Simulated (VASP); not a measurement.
RbHgH3, 5 atoms in the cell. Symmetry: Pm-3m, No. 221, cubic system. Conventional cell: a = 4.199 Å, b = 4.199 Å, c = 4.199 Å, α = 90.00°, β = 90.00°, γ = 90.00°. Within 3.9 Å of Rb (site symmetry m-3m) lie 12 H at 2.97 Å and 8 Hg at 3.64 Å. Hg (site symmetry m-3m) has 6 H at 2.10 Å within 2.8 Å. H (site symmetry 4/mmm) has 2 Hg at 2.10 Å within 2.8 Å. 

* Program: VASP 6.6.1
* Task: relaxation of cell and atoms
* Functional: PBE
* Potentials or basis: VASP PAW PBE potentials, release 64 (Rb_sv, Hg, H)
* Cutoff: 600 eV
* k mesh: 10 × 10 × 10
* Occupations: gaussian, width 0.1 eV
* Spin: no spin polarisation
* Dipole correction: no
* Further INCAR settings: ALGO = Normal; EDIFF = 1e-06; IBRION = 2; EDIFFG = -0.01; NSW = 100; ISIF = 3

Potentials or basis: VASP PAW PBE potentials, release 64 (Rb_sv, Hg, H).

Run with:

```console
$ cat potpaw_PBE.64/Rb_sv/POTCAR potpaw_PBE.64/Hg/POTCAR potpaw_PBE.64/H/POTCAR > POTCAR
$ mpirun -np 1 vasp_std > vasp.out
```

Hardware: 1 thread of Oxide Virtual Turin-like Processor, on a shared host.

**Question.** How long does it take, and how much memory?

**Answer.** Run time: 2.8 min on 1 thread of Oxide Virtual Turin-like Processor, with other jobs on the host, peak memory 0.25 GiB. Counts: scf iterations 20, k points 56, ion steps 2.
